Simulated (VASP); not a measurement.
# Si (C2/m) in VASP: single point with LDA

Aim: the single point of Si with LDA.

Everything below comes from runs of VASP 6.6.1. Logs are shortened: lines on timing, memory, paths and dates and some standing lists are left out, and cuts for length are marked.

**1. The cell of the first run**

It takes space group C2/m (No. 12, monoclinic). The conventional cell has a = 2.608 Å, b = 4.518 Å, c = 9.897 Å, α = 90.00°, β = 93.02°, γ = 90.00°. Within 3.3 Å of Si (site symmetry m) lie 9 Si at 2.47 to 3.23 Å. Si (site symmetry m) has 8 Si at 2.47 to 2.61 Å within 3.3 Å.

**2. Single point, LDA**

The input, INCAR:

```
PREC = Accurate
ENCUT = 520
EDIFF = 1E-6
ISMEAR = 0
SIGMA = 0.15
LREAL = False
LASPH = True
NELM = 80
ALGO = Normal
ISIF = 2
LWAVE = False
LCHARG = False
NBANDS = 16
```

The input, KPOINTS:

```
regular mesh
0
Gamma
  26 26 6
```

The input, POSCAR:

```
Si
1.0
   -2.6084914272      0.0000000000      0.0000000000
   -1.3042457136     -2.2590198415      0.0000000000
   -0.5216982854      0.0000000000      9.8830448238
Si
4
Direct
   -0.1750000000      0.0000000000      0.8750000000
   -0.0250000000      0.0000000000      0.1250000000
   -0.0750000000      0.0000000000      0.3750000000
   -0.1250000000      0.0000000000      0.6250000000
```

Potentials or basis: VASP PAW LDA potentials, release 64 (Si).

Command:

```
cat potpaw_LDA.64/Si/POTCAR > POTCAR
mpirun -np 1 vasp_std > vasp.out
```

OUTCAR:

```text
PREC = Accurate
   ENCUT = 520
   EDIFF = 1E-6
   ISMEAR = 0
   LREAL = False
   LASPH = True
   NELM = 80
   ISIF = 2

 ion  position               nearest neighbor table
   1  0.825  0.000  0.875-   4 2.47   2 2.53
   2  0.975  0.000  0.125-   3 2.47   1 2.53
   3  0.925  0.000  0.375-   2 2.47   4 2.47
   4  0.875  0.000  0.625-   1 2.47   3 2.47

  LATTYP: Found a base centered monoclinic cell.
 ALAT       =     2.6084914272
 B/A-ratio  =     1.7320508076
 C/A-ratio  =     3.7940721745
 COS(beta)  =    -0.0527138101

  Lattice vectors:

 A1 = (   1.3042457136,  -2.2590198415,   0.0000000000)
 A2 = (   1.3042457136,   2.2590198415,   0.0000000000)
 A3 = (  -0.5216982854,   0.0000000000,   9.8830448238)

Analysis of symmetry for initial positions (statically):
=====================================================================
 Subroutine PRICEL returns:
 Original cell was already a primitive cell.

 Routine SETGRP: Setting up the symmetry group for a
 base centered monoclinic supercell.

 Subroutine GETGRP returns: Found  4 space group operations
 (whereof  2 operations were pure point group operations)
 out of a pool of  4 trial point group operations.

The static configuration has the point symmetry C_1h.
 The point group associated with its full space group is C_2h.

Analysis of symmetry for dynamics (positions and initial velocities):
=====================================================================
 Subroutine PRICEL returns:
 Original cell was already a primitive cell.

 Routine SETGRP: Setting up the symmetry group for a
 base centered monoclinic supercell.

 Subroutine GETGRP returns: Found  4 space group operations
 (whereof  2 operations were pure point group operations)
 out of a pool of  4 trial point group operations.

The dynamic configuration has the point symmetry C_1h.
 The point group associated with its full space group is C_2h.

 Subroutine INISYM returns: Found  4 space group operations
 (whereof  2 operations are pure point group operations),
 and found     1 'primitive' translations

----------------------------------------------------------------------------------------

                                     Primitive cell

  volume of cell :      58.2372

  direct lattice vectors                    reciprocal lattice vectors
    -2.608491427  0.000000000  0.000000000    -0.383363345  0.221334931 -0.020236678
    -1.304245714 -2.259019841  0.000000000     0.000000000 -0.442669861  0.000000000
    -0.521698285  0.000000000  9.883044824     0.000000000  0.000000000  0.101183392

  length of vectors
     2.608491427  2.608491427  9.896804741     0.443132180  0.442669861  0.101183392

  position of ions in fractional coordinates (direct lattice)
     0.825000000  0.000000000  0.875000000
     0.975000000  0.000000000  0.125000000
     0.925000000  0.000000000  0.375000000
     0.875000000  0.000000000  0.625000000

  ion indices of the primitive-cell ions
   primitive index   ion index
                 1           1
                 2           2
                 3           3
                 4           4

----------------------------------------------------------------------------------------

 KPOINTS: regular mesh

Automatic generation of k-mesh.
 Grid dimensions read from file:
 generate k-points for:   26   26    6

 Generating k-lattice:

  Cartesian coordinates                     Fractional coordinates (reciprocal lattice)
    -0.014744744  0.008512882 -0.000778334     0.038461538  0.000000000 -0.000000000
     0.000000000 -0.017025764  0.000000000     0.000000000  0.038461538  0.000000000
     0.000000000  0.000000000  0.016863899     0.000000000  0.000000000  0.166666667

  Length of vectors
     0.017043545  0.017025764  0.016863899

  Shift w.r.t. Gamma in fractional coordinates (k-lattice)
     0.000000000  0.000000000  0.000000000

 Subroutine IBZKPT returns following result:
 ===========================================

 Found   1068 irreducible k-points:

 Following reciprocal coordinates:
            Coordinates               Weight
  0.000000  0.000000  0.000000      1.000000
  0.038462  0.000000 -0.000000      4.000000
  0.076923  0.000000 -0.000000      4.000000
  0.115385 -0.000000 -0.000000      4.000000
  0.153846  0.000000 -0.000000      4.000000
  0.192308  0.000000  0.000000      4.000000
[... 16 lines left out ...]
  0.346154  0.038462 -0.000000      4.000000
  0.384615  0.038462  0.000000      4.000000
 [... further k-points ...]
   k-points           NKPTS =   1068   k-points in BZ     NKDIM =   1068   number of bands    NBANDS=     16
   number of dos      NEDOS =    301   number of ions     NIONS =      4
   total plane-waves  NPLWV =  32000
   dimension x,y,z NGX =    20 NGY =   20 NGZ =   80
   dimension x,y,z NGXF=    40 NGYF=   40 NGZF=  160
   ions per type =               4
   NGX,Y,Z   is equivalent  to a cutoff of  12.75, 12.75, 13.44 a.u.
   NGXF,Y,Z  is equivalent  to a cutoff of  25.49, 25.49, 26.88 a.u.
 SYSTEM =  unknown system
   PREC   = accura    normal or accurate (medium, high low for compatibility)
   ISTART =      0    job   : 0-new  1-cont  2-samecut
   ICHARG =      2    charge: 1-file 2-atom 10-const
   ISPIN  =      1    spin polarized calculation?
   LNONCOLLINEAR =      F non collinear calculations
   LSORBIT =      F    spin-orbit coupling
   LASPH  =      T    aspherical Exc in radial PAW
   ENCUT  =  520.0 eV  38.22 Ry    6.18 a.u.   4.85  4.85 18.40*2*pi/ulx,y,z
   NELM   =     80;   NELMIN=  2; NELMDL= -5     # of ELM steps
   EDIFF  = 0.1E-05   stopping-criterion for ELM
   LREAL  =      F    real-space projection
   EDIFFG = 0.1E-04   stopping-criterion for IOM
   NSW    =      0    number of steps for IOM
   IBRION =     -1    ionic relax: 0-MD 1-quasi-New 2-CG
   NFREE  =      0    steps in history (QN), initial steepest desc. (CG)
   ISIF   =      2    stress and relaxation
   ISYM   =      2    0-nonsym 1-usesym 2-fastsym
   POTIM  = 0.5000    time-step for ionic-motion
   TEBEG  =    0.0;   TEEND  =   0.0 temperature during run
   PSTRESS=    0.0 pullay stress
   NELECT =      16.0000    total number of electrons
   NUPDOWN=      -1.0000    fix difference up-down
   EMIN   =  10.00;   EMAX   =-10.00  energy-range for DOS
   EFERMI =   0.00;   METHOD = LEGACY
   ISMEAR =     0;   SIGMA  =   0.15  broadening in eV -4-tet -1-fermi 0-gaus
   EFERMI_NEDOS =   21; number of points for ismear=-14 and -15
   IALGO  =     38    algorithm
   IMIX   =      4    mixing-type and parameters
     AMIX     =   0.40;   BMIX     =  1.00
     AMIX_MAG =   1.60;   BMIX_MAG =  1.00
  volume/ion in A,a.u.               =      14.56        98.25
  Fermi-wavevector in a.u.,A,eV,Ry     =   1.064261  2.011161 15.410654  1.132651
  Thomas-Fermi vector in A             =   2.199773
   LORBIT       =      0    0 simple, 1 ext, 2 COOP (PROOUT), +10 PAW based schemes
   GGA     = CA    functional components
   LHFCALC =     F    Hartree Fock is set to
   AEXX    =    0.0000 exact exchange contribution
   IVDW    =     0    specifies the selected vdW correction
   LEPSILON=     F    determine dielectric tensor
   LRPA    =     F    only Hartree local field effects (RPA)
 non-spin polarized calculation
 Gauss-broadening in eV      SIGMA  =   0.15
  energy-cutoff  :      520.00
  volume of cell :       58.24
 maximum number of plane-waves:      1596
   NGX =  9   NGY =  9   NGZ = 37

 number of electron      16.0000000 magnetization

 Free energy of the ion-electron system (eV)
  ---------------------------------------------------
  ext. energy  EPLUGINS =         0.00000000
  ---------------------------------------------------
  free energy    TOTEN  =       -22.86423164 eV

  energy without entropy =      -22.84722926  energy(sigma->0) =      -22.85573045

 E-fermi :   9.7584     XC(G=0): -11.1824

 val. band max:        9.7581497309   @ k =  -0.2692   0.1923   0.5000
 cond. band min:       9.7629982452   @ k =   0.1923  -0.4231   0.3333
 fundamental gap:      0.0048485144
 Fermi energy:         9.7583513213

 k-point     1 :       0.0000    0.0000    0.0000
  band No.  band energies     occupation
      1      -4.4019      2.00000
      2      -2.9651      2.00000
      3      -2.9589      2.00000
      4       0.4290      2.00000
      5       2.5293      2.00000
      6       8.5205      2.00000
[... 8 lines left out ...]
     15      21.5206      0.00000
     16      22.1497      0.00000

 k-point     2 :       0.0385    0.0000   -0.0000
  band No.  band energies     occupation
      1      -4.3600      2.00000
      2      -2.9424      2.00000
      3      -2.8983      2.00000
      4       0.4696      2.00000
      5       2.5693      2.00000
      6       8.5109      2.00000
[... 8 lines left out ...]
     15      21.1568      0.00000
     16      22.2124      0.00000

 k-point     3 :       0.0769    0.0000   -0.0000
  band No.  band energies     occupation
      1      -4.2341      2.00000
      2      -2.8390      2.00000
      3      -2.7516      2.00000
      4       0.5915      2.00000
      5       2.6891      2.00000
      6       8.5575      2.00000
[... 8 lines left out ...]
     15      20.4851      0.00000
     16      21.5624      0.00000

 k-point     4 :       0.1154   -0.0000   -0.0000
  band No.  band energies     occupation
      1      -4.0247      2.00000
      2      -2.6526      2.00000
      3      -2.5217      2.00000
      4       0.7943      2.00000
      5       2.8885      2.00000
      6       8.6719      2.00000
[... 8 lines left out ...]
     15      19.8003      0.00000
     16      20.1898      0.00000

 k-point     5 :       0.1538    0.0000   -0.0000
  band No.  band energies     occupation
      1      -3.7318      2.00000
      2      -2.3833      2.00000
      3      -2.2091      2.00000
      4       1.0775      2.00000
      5       3.1669      2.00000
      6       8.8499      2.00000
[... 8 lines left out ...]
     15      18.8598      0.00000
     16      19.1539      0.00000

 k-point     6 :       0.1923    0.0000    0.0000
  band No.  band energies     occupation
      1      -3.3560      2.00000
      2      -2.0316      2.00000
      3      -1.8143      2.00000
      4       1.4404      2.00000
      5       3.5233      2.00000
      6       9.0798      2.00000
[... 8 lines left out ...]
     15      18.4928      0.00000
     16      18.5659      0.00000
[... 267 lines left out ...]
 k-point    21 :       0.2692    0.0385   -0.0000
  band No.  band energies     occupation
      1      -2.6065      2.00000
      2      -1.3301      2.00000
      3      -1.0270      2.00000
      4       2.1572      2.00000
      5       4.2358      2.00000
      6       9.4267      1.99823
[... 8 lines left out ...]
     15      18.0138      0.00000
     16      18.2168      0.00000

 k-point    22 :       0.3077    0.0385   -0.0000
  band No.  band energies     occupation
      1      -2.0264      2.00000
      2      -0.7753      2.00000
      3      -0.4300      2.00000
      4       2.7137      2.00000
      5       4.7783      2.00000
      6       9.3261      1.99995
[... 8 lines left out ...]
     15      16.9132      0.00000
     16      17.9851      0.00000

 k-point    23 :       0.3462    0.0385   -0.0000
  band No.  band energies     occupation
      1      -1.3663      2.00000
      2      -0.1409      2.00000
      3       0.2460      2.00000
      4       3.3451      2.00000
      5       5.3855      2.00000
      6       8.0354      2.00000
[... 8 lines left out ...]
     15      16.5448      0.00000
     16      17.7596      0.00000

 k-point    24 :       0.3846    0.0385    0.0000
  band No.  band energies     occupation
      1      -0.6278      2.00000
      2       0.5715      2.00000
      3       0.9991      2.00000
      4       4.0482      2.00000
      5       6.0417      2.00000
      6       6.7235      2.00000
[... 8 lines left out ...]
     15      16.2594      0.00000
     16      17.5476      0.00000

 [... further k-points ...]

------------------------ aborting loop because EDIFF is reached ----------------------------------------

  FORCE on cell =-STRESS in cart. coord.  units (eV):
  Direction    XX          YY          ZZ          XY          YZ          ZX
  --------------------------------------------------------------------------------------
  -------------------------------------------------------------------------------------
  Total        0.3977472      0.2975559     -0.8714859      0.0000000      0.0000000      1.3171490
  in kB       10.9425225      8.1861356    -23.9756672      0.0000000      0.0000000     36.2364177
  external PRESSURE =      -1.6156697 kB  Pullay stress =       0.0000000 kB

 VOLUME and BASIS-vectors are now :
 -----------------------------------------------------------------------------
  energy-cutoff  :      520.00
  volume of cell :       58.24
      direct lattice vectors                 reciprocal lattice vectors
    -2.608491427  0.000000000  0.000000000    -0.383363345  0.221334931 -0.020236678
    -1.304245714 -2.259019841  0.000000000     0.000000000 -0.442669861  0.000000000
    -0.521698285  0.000000000  9.883044824     0.000000000  0.000000000  0.101183392

 POSITION                                       TOTAL-FORCE (eV/Angst)
 -----------------------------------------------------------------------------------
     -2.60849      0.00000      8.64766        -0.246247      0.000000      0.071228
     -2.60849      0.00000      1.23538         0.246247      0.000000     -0.071228
     -2.60849      0.00000      3.70614         0.052333      0.000000      0.003167
     -2.60849      0.00000      6.17690        -0.052333      0.000000     -0.003167
 -----------------------------------------------------------------------------------
    total drift:                                0.000000      0.000000      0.000000

  FREE ENERGIE OF THE ION-ELECTRON SYSTEM (eV)
  ---------------------------------------------------
  free  energy   TOTEN  =       -22.8642316416 eV

  energy  without entropy=      -22.8472292576  energy(sigma->0) =      -22.85573045
```

It took 16 min on 1 thread of Intel Xeon 8259CL, shared host; peak memory 0.72 GiB.

Results:

```
Free energy            : -22.8642 eV
Pressure               : -0.2 GPa
Largest force          : 0.256 eV/Å
Band gap on the k mesh : zero (bands 8 and 9 overlap by 10.23 eV)
```

Forces in eV/Å, atoms in the order of the input:
```
Si  -0.246  0.000  0.071
Si   0.246  0.000 -0.071
Si   0.052  0.000  0.003
Si  -0.052  0.000 -0.003
```

Levels at points of the mesh, in eV from the Fermi level:
| k point | band 5 | band 6 | band 7 | band 8 | band 9 | band 10 | band 11 | band 12 |
| --- | --- | --- | --- | --- | --- | --- | --- | --- |
| (0.00, 0.00, 0.00) | -7.23 | -1.24 | -1.20 | 7.55 | 7.74 | 10.49 | 10.56 | 11.28 |
| (0.50, 0.00, 0.00) | -5.45 | -5.39 | -3.17 | -2.08 | -1.75 | 1.42 | 3.93 | 4.03 |
| (0.00, 0.50, 0.00) | -5.52 | -5.51 | -3.00 | -2.05 | -1.95 | 1.47 | 4.05 | 4.14 |
| (0.00, 0.00, 0.50) | -4.92 | -4.91 | 3.01 | 3.08 | 10.64 | 10.70 | 10.81 | 10.91 |
| (0.50, 0.00, 0.50) | -4.70 | -4.55 | -3.92 | -3.65 | 0.58 | 0.96 | 3.28 | 3.40 |
| (0.00, 0.50, 0.50) | -4.40 | -4.38 | -4.06 | -4.05 | 0.90 | 0.95 | 3.23 | 3.24 |
